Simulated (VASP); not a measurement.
# Si63S (a cell with a defect) in VASP: notebook, part 3 of 4

VASP 6.6.1. Earlier steps stand in the parts before.

## Step 4: Single point, HSE06

POSCAR reads:

```
Si63S
1.0
   10.8655790000      0.0000000000      0.0000000000
    0.0000000000     10.8655790000      0.0000000000
    0.0000000000      0.0000000000     10.8655790000
Si S
63 1
Direct
    0.9995580000      0.9994230000      0.9996430000
    0.0001670000      0.9998200000      0.4992390000
    0.0002060000      0.4989670000      0.0001490000
    0.0000980000      0.4996730000      0.4998680000
    0.4992090000      0.9998180000      0.0001640000
    0.4997760000      0.9999200000      0.4998480000
    0.4997800000      0.4996920000      0.0001590000
    0.1245560000      0.1240760000      0.1243450000
    0.1256450000      0.1253510000      0.6261140000
    0.1257140000      0.6257920000      0.1257390000
    0.1238950000      0.6248980000      0.6251390000
    0.6261210000      0.1252740000      0.1256420000
    0.6251960000      0.1235370000      0.6250750000
    0.6252350000      0.6248740000      0.1237670000
    0.6290180000      0.6288920000      0.6291740000
    0.2489620000      0.2485230000      0.9988240000
    0.2491530000      0.2488920000      0.4956750000
    0.2496180000      0.7497450000      0.9998230000
    0.2502150000      0.7495650000      0.5027300000
    0.7499920000      0.2493840000      0.9997720000
    0.7500160000      0.2497520000      0.5027250000
    0.7504530000      0.7501130000      0.0002630000
    0.7506320000      0.7504280000      0.4971940000
    0.3742080000      0.3740760000      0.1225000000
    0.3713380000      0.3711750000      0.6271010000
    0.3742360000      0.8736600000      0.1255280000
    0.3751780000      0.8762730000      0.6250500000
    0.8740630000      0.3739110000      0.1254080000
    0.8764120000      0.3751080000      0.6250350000
    0.8753630000      0.8751530000      0.1251270000
    0.8753600000      0.8751480000      0.6265170000
    0.2488200000      0.9984680000      0.2488610000
    0.2495670000      0.9994580000      0.7501470000
    0.2491700000      0.4953500000      0.2493240000
    0.2500460000      0.5024500000      0.7499280000
    0.7499760000      0.9994200000      0.2497370000
    0.7502960000      0.9999870000      0.7504160000
    0.7499280000      0.5024500000      0.2500450000
    0.7505840000      0.4969130000      0.7508050000
    0.3741920000      0.1222380000      0.3742300000
    0.3743110000      0.1251710000      0.8739080000
    0.3715510000      0.6267400000      0.3714910000
    0.3752050000      0.6247920000      0.8764560000
    0.8740910000      0.1251280000      0.3741140000
    0.8753420000      0.1248750000      0.8753470000
    0.8764180000      0.6247910000      0.3752490000
    0.8754830000      0.6262390000      0.8753780000
    0.9989640000      0.2485020000      0.2487100000
    0.9997310000      0.2493980000      0.7499710000
    0.9997690000      0.7497570000      0.2495960000
    0.0003300000      0.7501330000      0.7503200000
    0.4955620000      0.2488090000      0.2490180000
    0.5028210000      0.2498600000      0.7497290000
    0.5028310000      0.7495070000      0.2500800000
    0.4970950000      0.7505170000      0.7507020000
    0.1224140000      0.3739490000      0.3742990000
    0.1254590000      0.3738550000      0.8740230000
    0.1254700000      0.8736250000      0.3742430000
    0.1250320000      0.8750910000      0.8754840000
    0.6273830000      0.3706790000      0.3709680000
    0.6249110000      0.3749740000      0.8765300000
    0.6249230000      0.8761520000      0.3753110000
    0.6264620000      0.8750850000      0.8754680000
    0.5015020000      0.5014650000      0.5016220000
```

INCAR.step1 reads:

```
PREC = Accurate
ENCUT = 400
EDIFF = 1E-5
ISMEAR = -1
SIGMA = 0.05
LREAL = Auto
LASPH = T
NELM = 120
ALGO = Normal
ISIF = 2
LWAVE = T
GGA = PE
NELECT = 256.0
ISYM = -1
NBANDS = 167
GGA_COMPAT = F
```

INCAR.step2 reads:

```
PREC = Accurate
ENCUT = 400
EDIFF = 1E-6
ISMEAR = -1
SIGMA = 0.05
LREAL = Auto
LASPH = T
NELM = 120
ALGO = Normal
ISIF = 2
LWAVE = F
LCHARG = T
GGA = PE
LHFCALC = T
HFSCREEN = 0.2079
PRECFOCK = Fast
LELF = T
LVHAR = T
ISTART = 1
NELECT = 256.0
ISYM = -1
NBANDS = 167
GGA_COMPAT = F
```

KPOINTS reads:

```
explicit points
1
Reciprocal
  0.25000000   0.25000000   0.25000000 1
```

Potentials or basis: VASP PAW PBE potentials, release 64 (Si, S).

The run is started by

```sh
$ cat potpaw_PBE.64/Si/POTCAR potpaw_PBE.64/S/POTCAR > POTCAR
$ cp INCAR.step1 INCAR
$ mpirun -np 1 vasp_std > vasp.out
$ cp INCAR.step2 INCAR
$ mpirun -np 1 vasp_std > vasp.out
```

OUTCAR:

```text
PREC = Accurate
   ENCUT = 400
   EDIFF = 1E-6
   ISMEAR = -1
   LREAL = Auto
   LASPH = T
   NELM = 120
   ISIF = 2
   GGA = PE
   LHFCALC = T
   HFSCREEN = 0.2079
   PRECFOCK = Fast
   ISTART = 1
   NELECT = 256.0
   ISYM = -1

 ion  position               nearest neighbor table
   1  1.000  0.999  1.000-  30 2.35  45 2.35  59 2.35   8 2.35
   2  0.000  1.000  0.499-  58 2.36  44 2.36  31 2.36   9 2.37
   3  0.000  0.499  0.000-  28 2.36  57 2.36  47 2.36  10 2.37
   4  0.000  0.500  0.500-  46 2.34  29 2.34  56 2.34  11 2.35
   5  0.499  1.000  0.000-  26 2.36  41 2.36  63 2.36  12 2.37
   6  0.500  1.000  0.500-  27 2.34  62 2.34  40 2.34  13 2.35
[... 56 lines left out ...]
  63  0.626  0.875  0.875-  22 2.34  37 2.34   5 2.36  55 2.38
  64  0.502  0.501  0.502-  15 2.40  42 2.42  25 2.42  60 2.43

IMPORTANT INFORMATION: All symmetrisations will be switched off!
NOSYMM: (Re-)initialisation of all symmetry stuff for point group C_1.

----------------------------------------------------------------------------------------

                                     Primitive cell

  volume of cell :    1282.7990

  direct lattice vectors                    reciprocal lattice vectors
    10.865579000  0.000000000  0.000000000     0.092033752  0.000000000  0.000000000
     0.000000000 10.865579000  0.000000000     0.000000000  0.092033752  0.000000000
     0.000000000  0.000000000 10.865579000     0.000000000  0.000000000  0.092033752

  length of vectors
    10.865579000 10.865579000 10.865579000     0.092033752  0.092033752  0.092033752

  position of ions in fractional coordinates (direct lattice)
     0.999558000  0.999423000  0.999643000
     0.000167000  0.999820000  0.499239000
     0.000206000  0.498967000  0.000149000
     0.000098000  0.499673000  0.499868000
     0.499209000  0.999818000  0.000164000
     0.499776000  0.999920000  0.499848000
[... 56 lines left out ...]
     0.626462000  0.875085000  0.875468000
     0.501502000  0.501465000  0.501622000

  ion indices of the primitive-cell ions
   primitive index   ion index
                 1           1
                 2           2
                 3           3
                 4           4
                 5           5
                 6           6
[... 56 lines left out ...]
                63          63
                64          64

----------------------------------------------------------------------------------------

 KPOINTS: explicit points

Read explicit list of k-points.

 Found      1 k-points:

 Following reciprocal coordinates:
            Coordinates               Weight
  0.250000  0.250000  0.250000      1.000000
   k-points           NKPTS =      1   k-points in BZ     NKDIM =      1   number of bands    NBANDS=    167
   number of dos      NEDOS =    301   number of ions     NIONS =     64
   total plane-waves  NPLWV = 373248
   dimension x,y,z NGX =    72 NGY =   72 NGZ =   72
   dimension x,y,z NGXF=   144 NGYF=  144 NGZF=  144
   ions per type =              63   1
   NGX,Y,Z   is equivalent  to a cutoff of  11.02, 11.02, 11.02 a.u.
   NGXF,Y,Z  is equivalent  to a cutoff of  22.03, 22.03, 22.03 a.u.
 SYSTEM =  unknown system
   PREC   = accura    normal or accurate (medium, high low for compatibility)
   ISTART =      1    job   : 0-new  1-cont  2-samecut
   ICHARG =      0    charge: 1-file 2-atom 10-const
   ISPIN  =      1    spin polarized calculation?
   LNONCOLLINEAR =      F non collinear calculations
   LSORBIT =      F    spin-orbit coupling
   LASPH  =      T    aspherical Exc in radial PAW
   ENCUT  =  400.0 eV  29.40 Ry    5.42 a.u.  17.72 17.72 17.72*2*pi/ulx,y,z
   NELM   =    120;   NELMIN=  2; NELMDL=  0     # of ELM steps
   EDIFF  = 0.1E-05   stopping-criterion for ELM
   LREAL  =      T    real-space projection
   EDIFFG = 0.1E-04   stopping-criterion for IOM
   NSW    =      0    number of steps for IOM
   IBRION =     -1    ionic relax: 0-MD 1-quasi-New 2-CG
   NFREE  =      0    steps in history (QN), initial steepest desc. (CG)
[... 12 lines left out ...]
   IMIX   =      1    mixing-type and parameters
     AMIX     =   0.40;   BMIX     =  1.00
     AMIX_MAG =   1.60;   BMIX_MAG =  1.00
  volume/ion in A,a.u.               =      20.04       135.26
  Fermi-wavevector in a.u.,A,eV,Ry     =   0.956684  1.807871 12.452660  0.915245
  Thomas-Fermi vector in A             =   2.085634
   LORBIT       =      0    0 simple, 1 ext, 2 COOP (PROOUT), +10 PAW based schemes
   GGA     = PE    functional components
   LHFCALC =     T    Hartree Fock is set to
   PRECFOCK=fast      Normal, Fast or Accurate (Low or Medium for compatibility)
   ENCUT4O =  -1.0   cutoff for four orbital integrals eV
   NKREDX  =     1    reduce k-point grid by
   NKREDY  =     1    reduce k-point grid by
   NKREDZ  =     1    reduce k-point grid by
   AEXX    =    0.2500 exact exchange contribution
   HFSCREEN=    0.2079 screening length (either q_TF or 0.3 A-1)
   HFSCREENC=   0.2079 screening length for correlation (either q_TF or 0.3 A-1)
   ENCUTFOCK=  -1.0 apply spherical cutoff to Coloumb kernel
   IVDW    =     0    specifies the selected vdW correction
   LEPSILON=     F    determine dielectric tensor
   LRPA    =     F    only Hartree local field effects (RPA)
 non-spin polarized calculation
  energy-cutoff  :      400.00
  volume of cell :     1282.80
 maximum number of plane-waves:     23294
 NGX is ok and might be reduce to    70
  NGX = 36; NGY = 36; NGZ = 36

 number of electron     255.9999969 magnetization

 Free energy of the ion-electron system (eV)
  ---------------------------------------------------
  ext. energy  EPLUGINS =         0.00000000
  ---------------------------------------------------
  free energy    TOTEN  =      -412.20428505 eV

  energy without entropy =     -412.20428228  energy(sigma->0) =     -412.20428366

 E-fermi :   5.8101     XC(G=0):  -7.8262

 val. band max:        5.0801091670   @ k =   0.2500   0.2500   0.2500
 cond. band min:       6.5056198538   @ k =   0.2500   0.2500   0.2500
 fundamental gap:      1.4255106868
 Fermi energy:         5.8100806134

 k-point     1 :       0.2500    0.2500    0.2500
  band No.  band energies     occupation
      1     -11.1960      2.00000
      2      -7.4839      2.00000
      3      -6.9806      2.00000
      4      -6.9805      2.00000
      5      -6.7960      2.00000
      6      -6.4100      2.00000
[... 132 lines left out ...]
    139       7.9242      0.00000
    140       8.0856      0.00000
 [bands above 140 left out]

------------------------ aborting loop because EDIFF is reached ----------------------------------------

  FORCE on cell =-STRESS in cart. coord.  units (eV):
  Direction    XX          YY          ZZ          XY          YZ          ZX
  --------------------------------------------------------------------------------------
  -------------------------------------------------------------------------------------
  Total      -21.0098007    -21.0095831    -21.0089174     -8.0210032     -8.0037538     -8.0251252
  in kB      -26.2406080    -26.2403363    -26.2395048    -10.0179914     -9.9964473    -10.0231395
  external PRESSURE =     -26.2401497 kB  Pullay stress =       0.0000000 kB

 VOLUME and BASIS-vectors are now :
 -----------------------------------------------------------------------------
  energy-cutoff  :      400.00
  volume of cell :     1282.80
      direct lattice vectors                 reciprocal lattice vectors
    10.865579000  0.000000000  0.000000000     0.092033752  0.000000000  0.000000000
     0.000000000 10.865579000  0.000000000     0.000000000  0.092033752  0.000000000
     0.000000000  0.000000000 10.865579000     0.000000000  0.000000000  0.092033752

 POSITION                                       TOTAL-FORCE (eV/Angst)
 -----------------------------------------------------------------------------------
     10.86078     10.85931     10.86170         0.000744     -0.003293     -0.002974
      0.00181     10.86362      5.42452        -0.003308     -0.001869      0.018818
      0.00224      5.42157      0.00162        -0.002151      0.021191     -0.003406
      0.00106      5.42924      5.43136        -0.006607     -0.005472     -0.003182
      5.42419     10.86360      0.00178         0.020665     -0.001601     -0.003396
      5.43036     10.86471      5.43114        -0.000490     -0.010122     -0.001235
[... 56 lines left out ...]
      6.80687      9.50831      9.51247        -0.023087      0.002408     -0.002943
      5.44911      5.44871      5.45041        -0.017392     -0.051038     -0.037671
 -----------------------------------------------------------------------------------
    total drift:                               -0.004432     -0.009623     -0.005764

  FREE ENERGIE OF THE ION-ELECTRON SYSTEM (eV)
  ---------------------------------------------------
  free  energy   TOTEN  =      -412.2042850519 eV

  energy  without entropy=     -412.2042822769  energy(sigma->0) =     -412.20428366
```

Wall time 13 min (1 thread of Intel Xeon 6975P-C (Granite Rapids), shared host); peak memory 1 GiB.

What came out:

```
Free energy   : -412.2043 eV
Largest force : 0.066 eV/Å
```

Forces in eV/Å, atoms in the order of the input:
```
Si   0.001 -0.003 -0.003
Si  -0.003 -0.002  0.019
Si  -0.002  0.021 -0.003
Si  -0.007 -0.005 -0.003
Si   0.021 -0.002 -0.003
Si   0.000 -0.010 -0.001
Si   0.002 -0.009 -0.010
Si   0.002  0.006  0.008
Si  -0.004 -0.004 -0.017
Si  -0.006 -0.022 -0.006
Si   0.018  0.004  0.003
Si  -0.019 -0.001 -0.006
Si   0.003  0.020  0.004
Si   0.003  0.002  0.022
Si   0.011  0.008  0.009
Si  -0.004  0.000 -0.003
Si  -0.009 -0.005 -0.003
Si  -0.007 -0.005  0.001
Si  -0.018  0.000  0.005
Si  -0.006 -0.011  0.002
Si   0.001 -0.014  0.003
Si  -0.002 -0.004 -0.007
Si   0.003  0.001  0.007
Si   0.007  0.003  0.024
Si   0.005  0.003  0.018
Si   0.014  0.012 -0.007
Si   0.004 -0.010  0.004
Si   0.013  0.014 -0.003
Si  -0.011  0.000  0.006
Si   0.002  0.000  0.004
Si   0.001  0.000 -0.026
Si   0.000  0.004  0.000
Si  -0.008  0.005 -0.012
Si  -0.006  0.000 -0.009
Si  -0.014  0.004  0.000
Si  -0.005  0.002 -0.011
Si   0.001 -0.006 -0.003
Si   0.005  0.003 -0.019
Si   0.006  0.006 -0.003
Si   0.006  0.022  0.005
Si   0.014 -0.002  0.015
Si  -0.002  0.022 -0.001
Si   0.001  0.007 -0.012
Si   0.016 -0.003  0.017
Si   0.000  0.004  0.000
Si  -0.009  0.006  0.002
Si  -0.002 -0.026 -0.001
Si  -0.005  0.000  0.003
Si   0.000 -0.008 -0.005
Si  -0.002 -0.007 -0.003
Si  -0.009 -0.004  0.000
Si  -0.003 -0.010 -0.007
Si   0.000 -0.015  0.005
Si   0.001  0.002 -0.013
Si   0.004 -0.002  0.003
Si   0.024  0.007  0.008
Si  -0.003  0.015  0.013
Si  -0.004  0.014  0.015
Si   0.003  0.001  0.001
Si   0.006  0.023  0.024
Si   0.005  0.005 -0.010
Si   0.006 -0.007  0.003
Si  -0.023  0.002 -0.003
S   -0.017 -0.051 -0.038
```

Caveat: the cell carries a net charge on a neutralising background, which shifts energy and pressure; the cell is charged against a uniform background, so pressure and absolute levels hang on convention; the PAW data sets were made with another functional, which shifts forces and pressure a little.

(Part 3 of 4 ends here.)
